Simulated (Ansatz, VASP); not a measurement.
PtSe: VASP beside Ansatz

```xyz
2
Lattice="0.0000 2.7984 2.7984 2.7984 0.0000 2.7984 2.7984 2.7984 0.0000" Properties=species:S:1:pos:R:3 pbc="T T T"
Pt    2.7984    2.7984    2.7984
Se    0.0000    0.0000    0.0000
```

Alike in both runs: task single point; functional PBE; k mesh 5 × 5 × 5; occupations fermi-dirac, width 0.03 eV; no spin polarisation.

```csv
,VASP,Ansatz
version,VASP 6.6.1,Ansatz 0.2.0
potentials or method,"VASP PAW PBE potentials, release 64 (Pt, Se), cutoff 500 eV","all-electron LAPW, scalar-relativistic"
```

```csv
,VASP,Ansatz,Ansatz less VASP
gap on the k mesh at the Fermi level (eV),none,none,-
pressure (GPa),-14.2,-14.1,+0.09
```

A gap of «none» marks a metal or a gap that the smearing closes. Ansatz ran all-electron here, and VASP with PAW potentials.

The k mesh is coarse, so the values compare programs but aren't converged. Spin-orbit coupling is off throughout. Noted on Ansatz's run: the k mesh is thin for a metal, which can move the energy by tens of meV per atom.
